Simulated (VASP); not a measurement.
Runs of VASP 6.6.1 on Ti3O4. The structure is that of space group Cmmm (No. 65), or close to it. The cells are those of the table. 

```csv
cell,gap on the mesh (eV),pressure (GPa),largest force (eV/Å)
"a = 5.016, b = 5.016, c = 2.969 Å, angles 90.0, 90.0, 106.9°, 7 atoms",none,-4.5,0.31
"a = 5.104, b = 5.104, c = 2.969 Å, angles 90.0, 90.0, 104.3°, 7 atoms",none,-13.0,0.85
"a = 5.059, b = 5.059, c = 2.969 Å, angles 90.0, 90.0, 105.6°, 7 atoms",none,-9.1,0.59
"a = 5.149, b = 5.149, c = 2.969 Å, angles 90.0, 90.0, 103.0°, 7 atoms",none,-16.3,1.09
"a = 4.930, b = 4.930, c = 2.969 Å, angles 90.0, 90.0, 109.7°, 7 atoms",none,(a),0.41
"a = 5.126, b = 5.126, c = 2.969 Å, angles 90.0, 90.0, 103.7°, 7 atoms",none,(b),0.97
```

Alike in all rows: task single point; level PBEsol; potentials or basis VASP PAW PBE potentials, release 64 (Ti_sv, O); no spin polarisation; k mesh 8 × 8 × 14; cutoff (eV) 520; smearing gaussian 0.15 eV.

Question: Fill in the values left out.

Answer: (a) 6.9; (b) -14.7.

Caveats: the PAW data sets were made with another functional, which shifts forces and pressure a little; semilocal functionals often make such compounds metallic where correlation or magnetic order opens a gap, which also shifts bond lengths; the stress differs along the axes, from -8 to -2 GPa (at least some runs); the stress differs along the axes, from -20 to -6 GPa (at least some runs); the stress differs along the axes, from -14 to -4 GPa (at least some runs); the stress differs along the axes, from -25 to -8 GPa (at least some runs); the stress differs along the axes, from 3 to 10 GPa (at least some runs).

A gap of «none» marks levels without a gap at the run's occupations.
